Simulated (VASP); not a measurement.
A run of VASP 6.6.1 is set up as follows.

Contents of POSCAR:

```
W
1.0
   -1.5848038465      1.5848038465      1.5848038465
    1.5848038465     -1.5848038465      1.5848038465
    1.5848038465      1.5848038465     -1.5848038465
W
1
Direct
    0.0000000000      0.0000000000      0.0000000000
```

File INCAR.step1:

```
SYSTEM = W
PREC = Accurate
ENCUT = 520
ISMEAR = 1
SIGMA = 0.1
LREAL = .FALSE.
LASPH = .TRUE.
NELM = 100
NBANDS = 13
GGA = PE
ALGO = Normal
EDIFF = 1E-4
LWAVE = .TRUE.
LCHARG = .FALSE.
```

The input INCAR.step2:

```
SYSTEM = W
PREC = Accurate
ENCUT = 520
EDIFF = 1E-6
ISMEAR = 1
SIGMA = 0.1
LREAL = .FALSE.
LASPH = .TRUE.
NELM = 100
ALGO = Normal
ISIF = 2
LWAVE = .FALSE.
LCHARG = .FALSE.
METAGGA = R2SCAN
LMIXTAU = .TRUE.
NBANDS = 13
ISTART = 1
```

KPOINTS

```
Automatic mesh
0
G
  14 14 14
  0 0 0
```

Potentials or basis: VASP PAW PBE potentials, release 64 (W_sv).

Command:

```sh
$ cat potpaw_PBE.64/W_sv/POTCAR > POTCAR
$ cp INCAR.step1 INCAR
$ mpirun -np 1 vasp_std > vasp.out
$ cp INCAR.step2 INCAR
$ mpirun -np 1 vasp_std > vasp.out
```

Q: Predict the band gap on the k mesh.

A: Zero (bands 7 and 8 overlap by 6.58 eV).

Q: Estimate the pressure.

A: 1.4 GPa.

Caveat: the PAW data sets were made with another functional, which shifts forces and pressure a little; spin-orbit coupling is left out, which moves the levels of the heavy elements.
